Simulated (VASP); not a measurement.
## Li2O: single point with PBE

The system is Li2O.

```xyz
3
Lattice="0.0000 2.3095 2.3095 2.3095 0.0000 2.3095 2.3095 2.3095 0.0000" Properties=species:S:1:pos:R:3 pbc="T T T"
Li    1.1547    1.1547    1.1547
Li    3.4642    3.4642    3.4642
O     0.0000    0.0000    0.0000
```

| Item | Value |
| --- | --- |
| Program | VASP 6.6.1 |
| Task | single point |
| Functional | PBE |
| Potentials or basis | VASP PAW PBE potentials, release 64 (Li_sv, O) |
| Cutoff | 750 eV |
| k mesh | 6 × 6 × 6 |
| Occupations | gaussian, width 0.1 eV |
| Spin | no spin polarisation |
| Dipole correction | no |
| Further INCAR settings | ALGO = Normal; EDIFF = 1e-06; NBANDS = 13 |

The pressure is 0.0 GPa. The band gap on the k mesh is 4.98 eV, indirect (least direct gap 5.27 eV).

Levels at points of the mesh, in eV from the valence-band top:
| k point | band 4 | band 5 | band 6 | band 7 | band 8 | band 9 |
| --- | --- | --- | --- | --- | --- | --- |
| (0.00, 0.00, 0.00) | 0.00 | 0.00 | 0.00 | 5.27 | 11.94 | 11.94 |
| (0.50, 0.00, 0.00) | -2.77 | -0.45 | -0.45 | 9.21 | 9.81 | 12.07 |
| (0.50, 0.50, 0.00) | -1.60 | -1.38 | -1.38 | 4.98 | 13.54 | 13.54 |

It took 20 s on 1 thread of Intel Xeon 8259CL, on a shared host, peak memory 0.16 GiB.

A k mesh can miss the band edges.
